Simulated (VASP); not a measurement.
Cd, 1 atom in the cell. Symmetry: Fm-3m, No. 225, cubic system. Conventional cell: a = 4.158 Å, b = 4.158 Å, c = 4.158 Å, α = 90.00°, β = 90.00°, γ = 90.00°. Cd (site symmetry m-3m) has 12 Cd at 2.94 Å within 3.9 Å. This isn't the form of Cd at room conditions, which is hcp.

```yaml
Program: VASP 6.6.1
Task: single point
Functional: LDA
Potentials_or_basis: VASP PAW LDA potentials, release 64 (Cd_sv_GW)
Cutoff: 630 eV
k_mesh: 9 × 9 × 9
Occupations: fermi-dirac, width 0.05 eV
Spin: no spin polarisation
Dipole_correction: no
Further_INCAR_settings: ALGO = Normal; EDIFF = 1e-06; NBANDS = 16
```

Potentials or basis: VASP PAW LDA potentials, release 64 (Cd_sv_GW).

The run is started by

```console
$ cat potpaw_LDA.64/Cd_sv_GW/POTCAR > POTCAR
$ mpirun -np 1 vasp_std > vasp.out
```

Hardware: 1 thread of Intel(R) Xeon(R) 6975P-C (Granite Rapids) (shared host).

How long does it take, and how much memory?

Wall time 4.5 s on 1 thread of Intel(R) Xeon(R) 6975P-C (Granite Rapids), with other jobs on the host, peak memory 0.14 GiB. Counts: scf iterations 10, k points 35.
